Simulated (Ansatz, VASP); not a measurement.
# One calculation of ZnCu, two programs

```
Zn Cu
1.0
     3.05883    0.00000    0.00000
     0.00000    3.05883    0.00000
     0.00000    0.00000    3.05883
Zn Cu
1 1
Direct
  0.50000 0.50000 0.50000
  0.00000 0.00000 0.00000
```

Alike in both runs: task single point; functional PBE; k mesh 14 × 14 × 14; occupations gaussian, width 0.1 eV; no spin polarisation.

|  | VASP | Ansatz |
| --- | --- | --- |
| version | VASP 6.6.1 | Ansatz 0.2.0 |
| potentials or method | VASP PAW PBE potentials, release 64 (Zn, Cu), cutoff 520 eV | scalar-relativistic, plane waves, PAW |
| valence electrons in the cell | 23 | 31 |

Ansatz gave:

- gap on the k mesh at the Fermi level (eV): none
- pressure (GPa): -8.6

Problem. Which values does VASP return?

Solution. gap on the k mesh at the Fermi level (eV): none; pressure (GPa): -8.2.

A gap of «none» marks a metal or a gap that the smearing closes. VASP's potentials hold 23 valence electrons a cell and Ansatz's 31, so a difference there can come from the potentials and not from the codes.
